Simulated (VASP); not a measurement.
# BP (F-43m) in VASP: elastic constants with LDA

Aim: the elastic constants of BP with LDA.

Program: VASP 6.6.1. These are calculated values, not measurements. Logs are shortened: lines on timing, memory, paths and dates and some standing lists are left out, and cuts for length are marked.

## (1) The cell of the first run

Symmetry: F-43m, No. 216, cubic system. Conventional cell: a = 4.491 Å, b = 4.491 Å, c = 4.491 Å, α = 90.00°, β = 90.00°, γ = 90.00°. B (site symmetry -43m) has 4 P at 1.94 Å within 2.6 Å. Within 2.6 Å of P (site symmetry -43m) lie 4 B at 1.94 Å.

## (2) Elastic constants, LDA

INCAR

```
PREC     = Accurate       # precision mode
ENCUT    = 600            # plane-wave cutoff, eV
EDIFF    = 1E-8           # SCF threshold, eV
ISMEAR   = 0              # smearing method
SIGMA    = 0.01           # smearing width, eV
LREAL    = False          # projectors in reciprocal space
LASPH    = True           # aspherical terms in the spheres
NELM     = 60             # most SCF steps
ALGO     = Normal         # electronic algorithm
ISIF     = 3              # what is computed and relaxed
LWAVE    = False          # write WAVECAR
LCHARG   = False          # write CHGCAR
NBANDS   = 11             # bands
IBRION   = 6              # ionic algorithm
NFREE    = 2            
POTIM    = 0.015          # step
NSW      = 1              # ionic steps
```

KPOINTS

```
Automatic mesh
0
Gamma
  8 8 8
```

POSCAR

```
BP
1.0
    2.2453823381      2.2453823381      0.0000000000
   -2.2453823381      2.2453823381      0.0000000000
    0.0000000000      2.2453823381      2.2453823381
B P
1 1
Direct
    0.0000000000      0.0000000000      0.0000000000
    0.7500000000      0.2500000000      0.5000000000
```

Potentials or basis: VASP PAW LDA potentials, release 64 (B, P).

Started as:

```console
$ cat potpaw_LDA.64/B/POTCAR potpaw_LDA.64/P/POTCAR > POTCAR
$ mpirun -np 1 vasp_std > vasp.out
```

OUTCAR:

```text
PREC = Accurate
   ENCUT = 600
   EDIFF = 1E-8
   ISMEAR = 0
   LREAL = False
   LASPH = True
   NELM = 60
   ISIF = 3
   IBRION = 6
   NFREE = 2
   POTIM = 0.015
   NSW = 1

 ion  position               nearest neighbor table
   1  0.000  0.000  0.000-   2 1.94   2 1.94   2 1.94   2 1.94
   2  0.750  0.250  0.500-   1 1.94   1 1.94   1 1.94   1 1.94

  LATTYP: Found a face centered cubic cell.
 ALAT       =     4.4907646762

  Lattice vectors:

 A1 = (   0.0000000000,   2.2453823381,   2.2453823381)
 A2 = (   2.2453823381,   0.0000000000,   2.2453823381)
 A3 = (   2.2453823381,   2.2453823381,   0.0000000000)

Analysis of symmetry for initial positions (statically):
=====================================================================
 Subroutine PRICEL returns:
 Original cell was already a primitive cell.

 Routine SETGRP: Setting up the symmetry group for a
 face centered cubic supercell.

 Subroutine GETGRP returns: Found 24 space group operations
 (whereof 24 operations were pure point group operations)
 out of a pool of 48 trial point group operations.

The static configuration has the point symmetry T_d .

Analysis of symmetry for dynamics (positions and initial velocities):
=====================================================================
 Subroutine PRICEL returns:
 Original cell was already a primitive cell.

 Routine SETGRP: Setting up the symmetry group for a
 face centered cubic supercell.

 Subroutine GETGRP returns: Found 24 space group operations
 (whereof 24 operations were pure point group operations)
 out of a pool of 48 trial point group operations.

The dynamic configuration has the point symmetry T_d .

 Subroutine INISYM returns: Found 24 space group operations
 (whereof 24 operations are pure point group operations),
 and found     1 'primitive' translations

[... 355 lines left out ...]
     11      20.0591      0.00000
[... 309 lines left out ...]
 k-point    24 :       0.5000    0.2500    0.1250
  band No.  band energies     occupation
      1      -3.7476      2.00000
      2      -0.8531      2.00000
      3       3.1737      2.00000
      4       4.6165      2.00000
      5      11.9410      0.00000
      6      13.0641      0.00000
      7      16.2373      0.00000
      8      17.6559      0.00000
      9      18.2700      0.00000
     10      22.3548      0.00000
     11      24.7005      0.00000

 [... further k-points ...]
[... 5 lines left out ...]
  --------------------------------------------------------------------------------------
  -------------------------------------------------------------------------------------
  Total       -0.0170012     -0.0128419     -0.0128419      0.0000000     -0.1206543      0.0000000
  in kB       -1.2030626     -0.9087380     -0.9087380      0.0000000     -8.5379309      0.0000000
  external PRESSURE =      -1.0068462 kB  Pullay stress =       0.0000000 kB
[... 17 lines left out ...]
  FREE ENERGIE OF THE ION-ELECTRON SYSTEM (eV)
  ---------------------------------------------------
  free  energy   TOTEN  =       -14.3968335153 eV

  energy  without entropy=      -14.3968335153  energy(sigma->0) =      -14.39683352

 INTERNAL STRAIN TENSORS FROM STRAINED CELLS
 ============================================

 INTERNAL STRAIN TENSOR FOR ION    1 for displacements in x,y,z  (eV/Angst):
          X           Y           Z          XY          YZ          ZX
  --------------------------------------------------------------------------------
  x    -0.00000     0.00000    -0.00000     0.00000    -8.04855     0.00000
  y    -0.00000     0.00000    -0.00000    -0.00000    -0.00000    -8.04539
  z     0.00000    -0.00000     0.00000    -8.04691     0.00000     0.00000

 INTERNAL STRAIN TENSORS FROM DISPLACED ATOMS
 ============================================

 INTERNAL STRAIN TENSOR FOR ION    1 for displacements in x,y,z  (eV/Angst):
          X           Y           Z          XY          YZ          ZX
  --------------------------------------------------------------------------------
  x     0.00000     0.00000     0.00000     0.00000    -8.04963    -0.00000
  y     0.00000     0.00000     0.00000    -0.00000     0.00000    -8.04963
  z     0.00000     0.00000     0.00000    -8.04963    -0.00000     0.00000

 INTERNAL STRAIN TENSOR FOR ION    2 for displacements in x,y,z  (eV/Angst):
          X           Y           Z          XY          YZ          ZX
  --------------------------------------------------------------------------------
  x    -0.00000    -0.00000    -0.00000    -0.00000     8.03997     0.00000
  y    -0.00000    -0.00000    -0.00000     0.00000    -0.00000     8.03997
  z    -0.00000    -0.00000    -0.00000     8.03997     0.00000     0.00000

 Eigenvectors and eigenvalues of the dynamical matrix
 ----------------------------------------------------

   1 f  =   24.557928 THz   154.302014 2PiTHz  819.164310 cm-1   101.563385 meV
             X         Y         Z           dx          dy          dz
      0.000000  0.000000  0.000000     0.000000   -0.000000    0.860969
      1.122691  3.368074  1.122691    -0.000000    0.000000   -0.508658
[... 21 lines left out ...]
   6 f/i=    0.000100 THz     0.000629 2PiTHz    0.003341 cm-1     0.000414 meV
             X         Y         Z           dx          dy          dz
      0.000000  0.000000  0.000000    -0.369607   -0.349462   -0.000000
      1.122691  3.368074  1.122691    -0.625607   -0.591509    0.000000

--------------------------------------------------------------------------------------------------------

 ELASTIC MODULI CONTR FROM IONIC RELAXATION (kBar)
 Direction    XX          YY          ZZ          XY          YZ          ZX
 --------------------------------------------------------------------------------
 XX          -0.0000     -0.0000     -0.0000      0.0000      0.0000      0.0000
 YY          -0.0000     -0.0000     -0.0000      0.0000      0.0000      0.0000
 ZZ          -0.0000     -0.0000     -0.0000      0.0000      0.0000      0.0000
 XY           0.0000      0.0000      0.0000   -231.5864     -0.0000     -0.0000
 YZ           0.0000      0.0000      0.0000     -0.0000   -231.5864     -0.0000
 ZX           0.0000      0.0000      0.0000     -0.0000     -0.0000   -231.5864
 --------------------------------------------------------------------------------

 TOTAL ELASTIC MODULI (kBar)
 Direction    XX          YY          ZZ          XY          YZ          ZX
 --------------------------------------------------------------------------------
 XX        3578.9732    840.1461    840.1461      0.0000      0.0000     -0.0000
 YY         840.1461   3578.9732    840.1461     -0.0000      0.0000      0.0000
 ZZ         840.1461    840.1461   3578.9732      0.0000      0.0000      0.0000
 XY           0.0000     -0.0000      0.0000   1945.5242     -0.0000     -0.0000
 YZ           0.0000      0.0000      0.0000     -0.0000   1945.5242     -0.0000
 ZX          -0.0000      0.0000      0.0000     -0.0000     -0.0000   1945.5242
 --------------------------------------------------------------------------------
```

OSZICAR:

```text
N       E                     dE             d eps       ncg     rms          rms(c)
DAV:   1     0.102541750209E+02    0.10254E+02   -0.43625E+03   638   0.725E+02
DAV:   2    -0.145950874031E+02   -0.24849E+02   -0.23662E+02   855   0.120E+02
[... 172 lines left out ...]
DAV:   1    -0.143960877037E+02    0.74581E-03   -0.24221E-01  2117   0.243E+00    0.234E-01
DAV:   2    -0.143969289656E+02   -0.84126E-03   -0.10434E-02  2495   0.689E-01    0.125E-01
DAV:   3    -0.143968344361E+02    0.94530E-04   -0.16901E-04  2479   0.838E-02    0.223E-02
DAV:   4    -0.143968342316E+02    0.20450E-06   -0.13073E-05  2527   0.257E-02    0.518E-03
DAV:   5    -0.143968335124E+02    0.71917E-06   -0.16374E-06  2477   0.712E-03    0.138E-03
DAV:   6    -0.143968335161E+02   -0.37505E-08   -0.28114E-07  2554   0.319E-03    0.551E-04
DAV:   7    -0.143968335153E+02    0.82355E-09   -0.15384E-08  1930   0.812E-04
  17 F= -.14396834E+02 E0= -.14396834E+02  d E =-.595931E-81
```

It took 4.6 min on 1 thread of Intel Xeon 6975P-C, shared host; peak memory 0.2 GiB.

What came out:

| Item | Value |
| --- | --- |
| Elastic constants C11, C12, C44 | 358, 84, 195 GPa |
| Voigt bulk modulus | 175 GPa |
| Highest phonon frequency at Γ, LO-TO splitting left out | 819 cm⁻¹ |

Phonon frequencies in cm⁻¹ (negative: imaginary):
```csv
q point,frequencies
"(0.000, 0.000, 0.000)",0 0 0 819 819 819
```

Elastic tensor in Voigt notation (GPa, in the Cartesian axes of the cell as first typed):
```
358  84  84   0   0   0
 84 358  84   0   0   0
 84  84 358   0   0   0
  0   0   0 195   0   0
  0   0   0   0 195   0
  0   0   0   0   0 195
```

Clamped-ion elastic tensor (GPa):
```
358  84  84   0   0   0
 84 358  84   0   0   0
 84  84 358   0   0   0
  0   0   0 218   0   0
  0   0   0   0 218   0
  0   0   0   0   0 218
```
